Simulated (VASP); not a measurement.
Here is a VASP 6.6.1 calculation.

File INCAR:

```
ALGO = Normal
EDIFF = 1E-6
ENCUT = 520
GGA = PE
ISIF = 2
ISMEAR = -1
LASPH = T
LCHARG = T
LELF = T
LREAL = F
LVHAR = T
LWAVE = F
NBANDS = 13
NELM = 80
PREC = Accurate
SIGMA = 0.06122561905347299
```

File KPOINTS:

```
k-points
0
Gamma
  15 15 15
```

File POSCAR:

```
Ge
1.0
    0.0000000000      2.1114494806      2.1114494806
    2.1114494806      0.0000000000      2.1114494806
    2.1114494806      2.1114494806      0.0000000000
Ge
1
Direct
    0.0000000000      0.0000000000      0.0000000000
```

Potentials or basis: VASP PAW PBE potentials, release 64 (Ge_d).

Command:

```bash
$ cat potpaw_PBE.64/Ge_d/POTCAR > POTCAR
$ mpirun -np 1 vasp_std > vasp.out
```

(1) Predict the band gap on the k mesh.

(2) What does it give for the pressure?

Answers

(1) zero (band 7 reaches 15.84 eV, above the bottom of band 8 at 4.50 eV).

(2) 2.9 GPa.
